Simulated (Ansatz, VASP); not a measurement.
**LiNbO3: VASP beside Ansatz**

```
Li Nb O
1.0
     2.59484    1.49813    4.67218
    -2.59484    1.49813    4.67218
     0.00000   -2.99627    4.67218
Li Nb O
2 2 6
Direct
  0.28163 0.28163 0.28163
  0.78163 0.78163 0.78163
  0.00481 0.01465 0.98930
  0.50481 0.51465 0.48930
  0.11059 0.35797 0.72107
  0.72107 0.11059 0.35797
  0.35797 0.72107 0.11059
  0.22107 0.85797 0.61059
  0.85797 0.61059 0.22107
  0.61059 0.22107 0.85797
```

Change from the starting cell: all Nb atoms moved +0.075 Å, as atom 3 towards its neighbour atom 5 (O) at 1.884 Å.

Alike in both runs: task single point; functional PBE; k mesh 6 × 6 × 6; occupations gaussian, width 0.05 eV; no spin polarisation.

|  | VASP | Ansatz |
| --- | --- | --- |
| version | VASP 6.6.1 | Ansatz 0.2.0 |
| potentials or method | VASP PAW PBE potentials, release 64 (Li_sv, Nb_sv, O), cutoff 520 eV | scalar-relativistic, plane waves, PAW |
| valence electrons in the cell | 68 | 68 |

```tsv
	VASP	Ansatz	Ansatz less VASP
gap on the k mesh at the Fermi level (eV)	3.59	3.60	+0.012
least direct gap on the mesh (eV)	3.59	3.60	+0.012
rms of the force components (eV/Å)	0.491	0.482	-0.0082
```

Atom by atom the forces differ by 0.013 eV/Å (rms over components).

Noted on VASP's run: the cutoff is under 1.25 times that of the potentials, so the pressure is a little rough.
